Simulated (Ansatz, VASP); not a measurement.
Zn: VASP beside Ansatz

INCAR

```
SYSTEM = Zn
PREC = Accurate ; ENCUT = 520
EDIFF = 1E-6 ; ISMEAR = 0
SIGMA = 0.15 ; LREAL = .False.
LASPH = .True. ; NELM = 100
ALGO = Fast ; ISIF = 2
LWAVE = .False. ; LCHARG = .False.
GGA = PS ; NBANDS = 12
```

Contents of KPOINTS:

```
Automatic mesh
0
Gamma
  22 22 22
  0 0 0
```

File POSCAR:

```
Zn
1.0
   -0.7003383772      1.6486080498      1.6486080498
    1.6486080498     -0.7003383772      1.6486080498
    1.6486080498      1.6486080498     -0.7003383772
Zn
1
Direct
    0.0000000000      0.0000000000      0.0000000000
```

Input for Ansatz:

```yaml
crystal:
  lattice:
    - [-0.7003383772, 1.6486080498, 1.6486080498]
    - [1.6486080498, -0.7003383772, 1.6486080498]
    - [1.6486080498, 1.6486080498, -0.7003383772]
  atoms:
    - { symbol: Zn, position: [0.0, 0.0, 0.0] }
basis:
  ecutwfc: 520.0
kpoints:
  mp_grid: { grid: [22, 22, 22] }
hamiltonian:
  xc: pbesol
scf:
  occupations: { method: gaussian, width: 0.15 }
output:
  forces: true
  stress: true
  eigenvalues: true
```

Alike in both runs: task single point; functional PBEsol; k mesh 22 × 22 × 22; occupations gaussian, width 0.15 eV; no spin polarisation.

|  | VASP | Ansatz |
| --- | --- | --- |
| version | VASP 6.6.1 | Ansatz 0.2.0 |
| potentials or method | VASP PAW PBE potentials, release 64 (Zn), cutoff 520 eV | scalar-relativistic, plane waves, PAW |
| valence electrons in the cell | 12 | 12 |

```csv
,VASP,Ansatz,Ansatz less VASP
gap on the k mesh at the Fermi level (eV),none,none,-
pressure (GPa),15.0,14.4,-0.60
"traceless stress, the component that is largest in VASP (GPa)",2.08,2.05,-0.029
```

VASP's potentials were made for PBE, not for PBEsol. A gap of «none» marks a metal or a gap that the smearing closes.
